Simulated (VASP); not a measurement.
CdSe, 4 atoms in the cell. The structure is hexagonal, space group P6_3mc (No. 186). The conventional cell has a = 4.191 Å, b = 4.191 Å, c = 6.664 Å, α = 90.00°, β = 90.00°, γ = 120.00°. Cd (site symmetry 3m) has 4 Se at 2.50 to 2.56 Å within 3.3 Å. Se (site symmetry 3m) has 4 Cd at 2.50 to 2.56 Å within 3.3 Å.  This cell differs from its parent crystal: strain -0.025 along x and y, -0.050 along z.

| Property | Result |
| --- | --- |
| Program | VASP 6.6.1 |
| Task | single point |
| Functional | r2SCAN |
| Potentials or basis | VASP PAW PBE potentials, release 64 (Cd, Se) |
| Cutoff | 520 eV |
| k mesh | 6 × 6 × 4 |
| Occupations | gaussian, width 0.05 eV |
| Spin | no spin polarisation |
| Dipole correction | no |
| Further INCAR settings | ALGO = Normal; EDIFF = 1e-07; NBANDS = 26 |

Potentials or basis: VASP PAW PBE potentials, release 64 (Cd, Se).

Launch:

```sh
$ cat potpaw_PBE.64/Cd/POTCAR potpaw_PBE.64/Se/POTCAR > POTCAR
$ cp INCAR.step1 INCAR
$ mpirun -np 1 vasp_std > vasp.out
$ cp INCAR.step2 INCAR
$ mpirun -np 1 vasp_std > vasp.out
```

Hardware: 1 thread of Intel(R) Xeon(R) Platinum 8259CL CPU @ 2.50GHz (Skylake/Cascade Lake) (shared host).

Q: How long does it take, and how much memory?

A: Wall time 2.8 min on 1 thread of Intel(R) Xeon(R) Platinum 8259CL CPU @ 2.50GHz (Skylake/Cascade Lake), with other jobs on the host, peak memory 0.25 GiB. Counts: k points 21.
